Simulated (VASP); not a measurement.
A run of VASP 6.6.1:

The input INCAR:

```
SYSTEM = Ag
  ALGO = Normal
  EDIFF = 1E-6
  EDIFFG = -0.002
  ENCUT = 600
  IBRION = 2
  ISIF = 3
  ISMEAR = 0
  LASPH = .TRUE.
  LCHARG = .FALSE.
  LREAL = .FALSE.
  LWAVE = .FALSE.
  NELM = 60
  NSW = 100
  PREC = Accurate
  SIGMA = 0.1
```

The input KPOINTS:

```
k-points
0
G
  16 16 16
  0 0 0
```

The input POSCAR:

```
Ag
1.0
    0.0000000000      2.0045748295      2.0045748295
    2.0045748295      0.0000000000      2.0045748295
    2.0045748295      2.0045748295      0.0000000000
Ag
1
Direct
    0.0000000000      0.0000000000      0.0000000000
```

Potentials or basis: VASP PAW LDA potentials, release 64 (Ag).

Run with:

```console
$ cat potpaw_LDA.64/Ag/POTCAR > POTCAR
$ mpirun -np 1 vasp_std > vasp.out
```

Hardware: 1 thread of Intel Xeon 8259CL (shared host).

Task: How long does it take, and how much memory?

Result: Wall time 51 s on 1 thread of Intel Xeon 8259CL (shared host), peak memory 0.15 GiB. Counts: scf iterations 20, k points 145, ion steps 3.
